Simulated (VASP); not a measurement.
Wanted: the native input for a VASP 6.6.1 run.

```
Task                   : single point
Functional             : PBE
Potentials or basis    : VASP PAW PBE potentials, release 64 (Os)
Cutoff                 : 520 eV
k mesh                 : 17 × 17 × 17
Occupations            : fermi-dirac, width 0.1 eV
Spin                   : no spin polarisation
Dipole correction      : no
Further INCAR settings : ALGO = Normal; EDIFF = 1e-06; NBANDS = 10
```

The structure of Os lies in POSCAR:

```
Os
1.0
   -1.3729411717      1.3729411717      1.3729411717
    1.3729411717     -1.3729411717      1.3729411717
    1.3729411717      1.3729411717     -1.3729411717
Os
1
Direct
    0.0000000000      0.0000000000      0.0000000000
```

This isn't the form of Os at room conditions, which is hcp.

One way to write it, as run:

INCAR

```
  PREC = Accurate
  ENCUT = 520
  EDIFF = 1E-6
  ISMEAR = -1
  SIGMA = 0.1
  LREAL = False
  LASPH = True
  NELM = 60
  ALGO = Normal
  ISIF = 2
  LWAVE = False
  LCHARG = True
  GGA = PE
  LELF = True
  LVHAR = True
  NBANDS = 10
```

KPOINTS

```
Automatic mesh
0
Gamma
  17 17 17
```

Potentials or basis: VASP PAW PBE potentials, release 64 (Os).

Command:

```console
$ cat potpaw_PBE.64/Os/POTCAR > POTCAR
$ mpirun -np 1 vasp_std > vasp.out
```

Results of the run:

```json
{"Pressure": "298.1 GPa", "Band gap on the k mesh": "zero (bands 4 and 5 overlap by 7.19 eV)"}
```

Caveat: the cell stands under pressure; spin-orbit coupling is left out, which moves the levels of the heavy elements.

It took 22 s on 1 thread of Intel Xeon 8259CL, with other jobs on the host, peak memory 0.13 GiB.
